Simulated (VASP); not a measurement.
# B3As (P1) in VASP: relaxation of cell and atoms with PBE

Aim: the relaxation of cell and atoms of B3As with PBE.

Everything below comes from runs of VASP 6.6.1. Logs are shortened: lines on timing, memory, paths and dates and some standing lists are left out, and cuts for length are marked.

### Step 1. The cell of the first run

The typed cell holds 4 atoms: a = 2.834 Å, b = 3.304 Å, c = 5.236 Å, α = 80.03°, β = 74.47°, γ = 89.72°.

The cell was generated, and may not be a known phase.

### Step 2. Relaxation of cell and atoms, PBE

INCAR

```
SYSTEM = B3As
PREC     = Accurate       ! precision mode
ENCUT    = 500            ! plane-wave cutoff, eV
EDIFF    = 1E-7           ! SCF threshold, eV
ISMEAR   = 0              ! smearing method
SIGMA    = 0.1            ! smearing width, eV
LREAL    = .False.        ! projectors in reciprocal space
LASPH    = .True.         ! aspherical terms in the spheres
NELM     = 120            ! most SCF steps
ALGO     = Normal         ! electronic algorithm
ISIF     = 3              ! what is computed and relaxed
LWAVE    = .False.        ! write WAVECAR
LCHARG   = .False.        ! write CHGCAR
GGA      = PE             ! functional
IBRION   = 2              ! ionic algorithm
NSW      = 100            ! ionic steps
EDIFFG   = -0.01          ! ionic threshold
GGA_COMPAT= .False.      
NELMIN   = 4
```

KPOINTS

```
Automatic mesh
0
Gamma
  16 14 10
  0 0 0
```

POSCAR

```
B3As
1.0
    2.8335471644      0.0000000000      0.0000000000
    0.0160974053      3.3035487644      0.0000000000
    1.4019057518      0.8999775071      4.9640172133
B As
3 1
Direct
    0.7873998347      0.4372827481      0.2038219603
    0.3493481082      0.2338875660      0.0805237641
    0.8258279521      0.9558006659      0.1341133296
    0.5482476866      0.4047656615      0.6481326127
```

Potentials or basis: VASP PAW PBE potentials, release 64 (B, As).

On the command line:

```console
cat potpaw_PBE.64/B/POTCAR potpaw_PBE.64/As/POTCAR > POTCAR
mpirun -np 1 vasp_std > vasp.out
```

OUTCAR:

```text
SYSTEM = B3As
   PREC = Accurate
   ENCUT = 500
   EDIFF = 1E-7
   ISMEAR = 0
   LREAL = .False.
   LASPH = .True.
   NELM = 120
   ISIF = 3
   GGA = PE
   IBRION = 2
   NSW = 100
   EDIFFG = -0.01
   NELMIN = 4

 ion  position               nearest neighbor table
   1  0.787  0.437  0.204-   3 1.69   3 1.69   2 1.73   2 1.73   4 2.23
   2  0.349  0.234  0.081-   3 1.68   3 1.69   1 1.73   1 1.73   4 2.15
   3  0.826  0.956  0.134-   2 1.68   1 1.69   2 1.69   1 1.69
   4  0.548  0.405  0.648-   2 2.15   1 2.23

  LATTYP: Found a triclinic cell.
 ALAT       =     9.6181966290
 B/A-ratio  =     0.4535971724
 C/A-ratio  =     1.2864209126
 COS(alpha) =     0.0017060646
 COS(beta)  =     0.5780286119
 COS(gamma) =     0.8120787594

  Lattice vectors:

 A1 = (  -7.0850974859,  -4.2035262715,  -4.9640172133)
 A2 = (  -2.8496445697,  -3.3035487644,   0.0000000000)
 A3 = (  -5.6051638574,   4.8071425146,  -9.9280344266)

Analysis of symmetry for initial positions (statically):
=====================================================================
 Subroutine PRICEL returns:
 Original cell was already a primitive cell.

 Routine SETGRP: Setting up the symmetry group for a
 triclinic supercell.

 Subroutine GETGRP returns: Found  1 space group operations
 (whereof  1 operations were pure point group operations)
 out of a pool of  2 trial point group operations.

The static configuration has the point symmetry C_1 .

Analysis of symmetry for dynamics (positions and initial velocities):
=====================================================================
 Subroutine PRICEL returns:
 Original cell was already a primitive cell.

 Routine SETGRP: Setting up the symmetry group for a
 triclinic supercell.

 Subroutine GETGRP returns: Found  1 space group operations
 (whereof  1 operations were pure point group operations)
 out of a pool of  2 trial point group operations.

The dynamic configuration has the point symmetry C_1 .

 Subroutine INISYM returns: Found  1 space group operations
 (whereof  1 operations are pure point group operations),
 and found     1 'primitive' translations

----------------------------------------------------------------------------------------

                                     Primitive cell

  volume of cell :      46.4670

  direct lattice vectors                    reciprocal lattice vectors
     2.833547164  0.000000000  0.000000000     0.352914542 -0.001719668 -0.099356074
     0.016097405  3.303548764  0.000000000     0.000000000  0.302704779 -0.054880449
     1.401905752  0.899977507  4.964017213     0.000000000  0.000000000  0.201449745

  length of vectors
     2.833547164  3.303587984  5.236102190     0.366637779  0.307639476  0.201449745

  position of ions in fractional coordinates (direct lattice)
     0.787399835  0.437282748  0.203821960
     0.349348108  0.233887566  0.080523764
     0.825827952  0.955800666  0.134113330
     0.548247687  0.404765662  0.648132613

  ion indices of the primitive-cell ions
   primitive index   ion index
                 1           1
                 2           2
                 3           3
                 4           4

----------------------------------------------------------------------------------------

 KPOINTS: Automatic mesh

Automatic generation of k-mesh.
 Grid dimensions read from file:
 generate k-points for:   16   14   10

 Generating k-lattice:

  Cartesian coordinates                     Fractional coordinates (reciprocal lattice)
     0.022057159 -0.000107479 -0.006209755     0.062500000  0.000000000  0.000000000
     0.000000000  0.021621770 -0.003920032     0.000000000  0.071428571  0.000000000
     0.000000000  0.000000000  0.020144974     0.000000000  0.000000000  0.100000000

  Length of vectors
     0.022914861  0.021974248  0.020144974

  Shift w.r.t. Gamma in fractional coordinates (k-lattice)
     0.000000000  0.000000000  0.000000000

 Subroutine IBZKPT returns following result:
 ===========================================

 Found   1124 irreducible k-points:

 Following reciprocal coordinates:
            Coordinates               Weight
  0.000000  0.000000  0.000000      1.000000
  0.062500 -0.000000 -0.000000      2.000000
  0.125000 -0.000000 -0.000000      2.000000
  0.187500 -0.000000 -0.000000      2.000000
  0.250000 -0.000000 -0.000000      2.000000
  0.312500  0.000000 -0.000000      2.000000
[... 16 lines left out ...]
 -0.187500  0.071429  0.000000      2.000000
 -0.125000  0.071429  0.000000      2.000000
 [... further k-points ...]
   k-points           NKPTS =   1124   k-points in BZ     NKDIM =   1124   number of bands    NBANDS=     11
   number of dos      NEDOS =    301   number of ions     NIONS =      4
   total plane-waves  NPLWV =  23040
   dimension x,y,z NGX =    24 NGY =   24 NGZ =   40
   dimension x,y,z NGXF=    48 NGYF=   48 NGZF=   80
   ions per type =               3   1
   NGX,Y,Z   is equivalent  to a cutoff of  14.08, 12.08, 12.70 a.u.
   NGXF,Y,Z  is equivalent  to a cutoff of  28.16, 24.15, 25.40 a.u.
 SYSTEM =  B3As
   PREC   = accura    normal or accurate (medium, high low for compatibility)
   ISTART =      0    job   : 0-new  1-cont  2-samecut
   ICHARG =      2    charge: 1-file 2-atom 10-const
   ISPIN  =      1    spin polarized calculation?
   LNONCOLLINEAR =      F non collinear calculations
   LSORBIT =      F    spin-orbit coupling
   LASPH  =      T    aspherical Exc in radial PAW
   ENCUT  =  500.0 eV  36.75 Ry    6.06 a.u.   5.17  6.02  9.55*2*pi/ulx,y,z
   NELM   =    120;   NELMIN=  4; NELMDL= -5     # of ELM steps
   EDIFF  = 0.1E-06   stopping-criterion for ELM
   LREAL  =      F    real-space projection
   EDIFFG = -.1E-01   stopping-criterion for IOM
   NSW    =    100    number of steps for IOM
   IBRION =      2    ionic relax: 0-MD 1-quasi-New 2-CG
   NFREE  =      1    steps in history (QN), initial steepest desc. (CG)
   ISIF   =      3    stress and relaxation
   ISYM   =      2    0-nonsym 1-usesym 2-fastsym
   POTIM  = 0.5000    time-step for ionic-motion
   TEBEG  =    0.0;   TEEND  =   0.0 temperature during run
   PSTRESS=    0.0 pullay stress
   NELECT =      14.0000    total number of electrons
   NUPDOWN=      -1.0000    fix difference up-down
   EMIN   =  10.00;   EMAX   =-10.00  energy-range for DOS
   EFERMI =   0.00;   METHOD = LEGACY
   ISMEAR =     0;   SIGMA  =   0.10  broadening in eV -4-tet -1-fermi 0-gaus
   EFERMI_NEDOS =   21; number of points for ismear=-14 and -15
   IALGO  =     38    algorithm
   IMIX   =      4    mixing-type and parameters
     AMIX     =   0.40;   BMIX     =  1.00
     AMIX_MAG =   1.60;   BMIX_MAG =  1.00
  volume/ion in A,a.u.               =      11.62        78.39
  Fermi-wavevector in a.u.,A,eV,Ry     =   1.097495  2.073966 16.388164  1.204496
  Thomas-Fermi vector in A             =   2.233856
   LORBIT       =      0    0 simple, 1 ext, 2 COOP (PROOUT), +10 PAW based schemes
   GGA     = PE    functional components
   LHFCALC =     F    Hartree Fock is set to
   AEXX    =    0.0000 exact exchange contribution
   IVDW    =     0    specifies the selected vdW correction
   LEPSILON=     F    determine dielectric tensor
   LRPA    =     F    only Hartree local field effects (RPA)
 conjugate gradient relaxation of ions
 non-spin polarized calculation
 Gauss-broadening in eV      SIGMA  =   0.10
  energy-cutoff  :      500.00
  volume of cell :       46.47
 maximum number of plane-waves:      1200
 NGX is ok and might be reduce to    24
   NGX = 11   NGY = 13   NGZ = 19

--------------------------------------- Ionic step        1  -------------------------------------------

 number of electron      13.9999999 magnetization

 Free energy of the ion-electron system (eV)
  ---------------------------------------------------
  ext. energy  EPLUGINS =         0.00000000
  ---------------------------------------------------
  free energy    TOTEN  =       -22.87032717 eV

  energy without entropy =      -22.86575443  energy(sigma->0) =      -22.86804080

------------------------ aborting loop because EDIFF is reached ----------------------------------------

  FORCE on cell =-STRESS in cart. coord.  units (eV):
  Direction    XX          YY          ZZ          XY          YZ          ZX
  --------------------------------------------------------------------------------------
  -------------------------------------------------------------------------------------
  Total        0.7374836      0.1591398     -0.6667638     -0.0498263      0.1151117      0.0827642
  in kB       25.4283672      5.4871267    -22.9899550     -1.7180069      3.9690417      2.8537019
  external PRESSURE =       2.6418463 kB  Pullay stress =       0.0000000 kB
[... 95 lines left out ...]
  FREE ENERGIE OF THE ION-ELECTRON SYSTEM (eV)
  ---------------------------------------------------
  free  energy   TOTEN  =       -22.8775920864 eV

  energy  without entropy=      -22.8730678411  energy(sigma->0) =      -22.87532996

[... ionic steps 4 to 33 ...]

--------------------------------------- Ionic step       34  -------------------------------------------

 number of electron      14.0000000 magnetization

------------------------ aborting loop because EDIFF is reached ----------------------------------------

  FORCE on cell =-STRESS in cart. coord.  units (eV):
  Direction    XX          YY          ZZ          XY          YZ          ZX
  --------------------------------------------------------------------------------------
  -------------------------------------------------------------------------------------
  Total       -0.0114557      0.0094943     -0.0026988      0.0119533      0.0008415     -0.0001919
  in kB       -0.3984689      0.3302475     -0.0938727      0.4157799      0.0292713     -0.0066744
  external PRESSURE =      -0.0540314 kB  Pullay stress =       0.0000000 kB
[... 61 lines left out ...]
  energy  without entropy=      -22.8805048290  energy(sigma->0) =      -22.88290163

--------------------------------------- Ionic step       36  -------------------------------------------

 number of electron      14.0000000 magnetization

 Free energy of the ion-electron system (eV)
  ---------------------------------------------------
  ext. energy  EPLUGINS =         0.00000000
  ---------------------------------------------------
  free energy    TOTEN  =       -22.88531898 eV

  energy without entropy =      -22.88050985  energy(sigma->0) =      -22.88291442

 E-fermi :   4.8991     XC(G=0): -10.5807

 val. band max:        4.8983033587   @ k =  -0.3750   0.2143   0.1000
 cond. band min:       4.9002747255   @ k =  -0.0625   0.3571   0.0000
 fundamental gap:      0.0019713668
 Fermi energy:         4.8991085530

 k-point     1 :       0.0000    0.0000    0.0000
  band No.  band energies     occupation
      1      -9.6534      2.00000
      2      -5.4193      2.00000
      3      -2.7950      2.00000
      4       0.5109      2.00000
      5       1.8533      2.00000
      6       3.4139      2.00000
      7       5.7042      0.00000
      8       8.9046      0.00000
      9       9.1260      0.00000
     10       9.6983      0.00000
     11      11.3841      0.00000
[... 309 lines left out ...]
 k-point    24 :      -0.1250    0.0714    0.0000
  band No.  band energies     occupation
      1      -9.3729      2.00000
      2      -5.2716      2.00000
      3      -2.4790      2.00000
      4       0.2167      2.00000
      5       1.0213      2.00000
      6       3.8079      2.00000
      7       5.4639      0.00000
      8       6.4854      0.00000
      9       9.4709      0.00000
     10      10.3885      0.00000
     11      11.9924      0.00000

 [... further k-points ...]

------------------------ aborting loop because EDIFF is reached ----------------------------------------

  FORCE on cell =-STRESS in cart. coord.  units (eV):
  Direction    XX          YY          ZZ          XY          YZ          ZX
  --------------------------------------------------------------------------------------
  -------------------------------------------------------------------------------------
  Total        0.0008501     -0.0106906     -0.0126306      0.0089582     -0.0021660      0.0038779
  in kB        0.0295670     -0.3718071     -0.4392776      0.3115548     -0.0753311      0.1348685
  external PRESSURE =      -0.2605059 kB  Pullay stress =       0.0000000 kB
[... 19 lines left out ...]
  FREE ENERGIE OF THE ION-ELECTRON SYSTEM (eV)
  ---------------------------------------------------
  free  energy   TOTEN  =       -22.8853189823 eV

  energy  without entropy=      -22.8805098544  energy(sigma->0) =      -22.88291442

 reached required accuracy - stopping structural energy minimisation
```

Wall time 85 min (1 thread of Intel Xeon Platinum 8259CL at 2.50GHz (Skylake/Cascade Lake), shared host); peak memory 0.76 GiB.

Results:

```yaml
Free_energy: -22.8853 eV
Relaxed_volume: 11.52 Å³/atom
Relaxed_cell: a = 2.862 Å, b = 3.315 Å, c = 5.157 Å, α = 79.04°, β = 73.90°, γ = 90.04°
Space_group_after_relaxing_to_0.1_Å: Cm (No. 8)
Energy_gained_by_relaxing: 3.7 meV/atom
Ionic_steps: 36
Pressure_after_relaxing: 0.0 GPa
Largest_force_after_relaxing: 0.008 eV/Å
Band_gap_on_the_k_mesh: zero (bands 7 and 8 overlap by 4.19 eV)
```

Forces on the atoms (eV/Å):
```
B   -0.004 -0.004 -0.006
B    0.005  0.002  0.004
B   -0.002 -0.003  0.000
As   0.001  0.005  0.002
```

Step by step:
| step | energy change (eV) | largest force (eV/Å) | pressure (GPa) | volume (Å³) |
| --- | --- | --- | --- | --- |
| 1 | 0.0000 | 0.0982 | 0.26 | 46.47 |
| 2 | -0.0072 | 0.1500 | -0.66 | 46.59 |
| 3 | -0.0073 | 0.1592 | -0.70 | 46.60 |
| 4 | -0.0088 | 0.2298 | 0.04 | 46.30 |
| 5 | -0.0092 | 0.1100 | -0.20 | 46.40 |
| 6 | -0.0101 | 0.0753 | 0.25 | 46.22 |
| 7 | -0.0101 | 0.0753 | 0.26 | 46.21 |
| 8 | -0.0108 | 0.0698 | 0.16 | 46.24 |
| 9 | -0.0114 | 0.1839 | -0.15 | 46.34 |
| 10 | -0.0116 | 0.1636 | -0.17 | 46.35 |
| 11 | -0.0122 | 0.1092 | -0.24 | 46.36 |
| 12 | -0.0122 | 0.1021 | -0.38 | 46.40 |
| 13 | -0.0123 | 0.0803 | -0.32 | 46.38 |
| 14 | -0.0126 | 0.0716 | -0.24 | 46.35 |
| 15 | -0.0131 | 0.0646 | 0.04 | 46.24 |
| 16 | -0.0128 | 0.1319 | 0.60 | 46.02 |
| 17 | -0.0132 | 0.0836 | 0.22 | 46.16 |
| 18 | -0.0135 | 0.0519 | 0.20 | 46.16 |
| 19 | -0.0137 | 0.0781 | 0.16 | 46.15 |
| 20 | -0.0140 | 0.0342 | -0.02 | 46.19 |
| 21 | -0.0140 | 0.0452 | -0.14 | 46.21 |
| 22 | -0.0142 | 0.0398 | -0.10 | 46.19 |
| 23 | -0.0144 | 0.0536 | 0.01 | 46.14 |
| 24 | -0.0146 | 0.0397 | 0.04 | 46.12 |
| 25 | -0.0146 | 0.0399 | 0.04 | 46.12 |
| 26 | -0.0147 | 0.0247 | 0.00 | 46.12 |
| 27 | -0.0147 | 0.0234 | -0.03 | 46.12 |
| 28 | -0.0148 | 0.0243 | -0.03 | 46.11 |
| 29 | -0.0148 | 0.0274 | -0.03 | 46.11 |
| 30 | -0.0149 | 0.0199 | -0.01 | 46.08 |
| 31 | -0.0149 | 0.0169 | -0.01 | 46.09 |
| 32 | -0.0149 | 0.0138 | 0.02 | 46.07 |
| 33 | -0.0149 | 0.0155 | 0.04 | 46.05 |
| 34 | -0.0150 | 0.0226 | -0.01 | 46.06 |
| 35 | -0.0150 | 0.0192 | 0.00 | 46.06 |
| 36 | -0.0150 | 0.0084 | -0.03 | 46.07 |

Final structure:
```
B As
1.0
     2.86160   -0.00792    0.00561
     0.00693    3.31499    0.02662
     1.42322    0.93869    4.86661
B As
3 1
Cartesian
  2.5370 1.6057 1.0186
  1.1052 0.8176 0.4101
  2.5402 3.2599 0.6773
  2.5347 2.0333 3.1528
```

Levels at points of the mesh, in eV from the Fermi level:
| k point | band 5 | band 6 | band 7 | band 8 | band 9 | band 10 |
| --- | --- | --- | --- | --- | --- | --- |
| (0.00, 0.00, 0.00) | -3.05 | -1.49 | 0.81 | 4.01 | 4.23 | 4.80 |
| (0.50, 0.00, 0.00) | -3.97 | -2.25 | -0.85 | 0.62 | 2.71 | 5.19 |
| (0.00, 0.50, 0.00) | -3.01 | -1.93 | -1.38 | 3.39 | 4.91 | 5.47 |
| (0.50, 0.50, 0.00) | -5.08 | -3.73 | -1.99 | -1.57 | 0.92 | 2.80 |
| (0.00, 0.00, 0.50) | -2.49 | -2.11 | -1.33 | 1.83 | 4.83 | 4.88 |
| (0.50, 0.00, 0.50) | -3.97 | -2.24 | -0.86 | 0.62 | 2.71 | 5.19 |
| (0.00, 0.50, 0.50) | -2.19 | -1.99 | 0.11 | 2.91 | 3.41 | 5.68 |
| (0.50, 0.50, 0.50) | -5.08 | -3.74 | -1.99 | -1.57 | 0.93 | 2.80 |
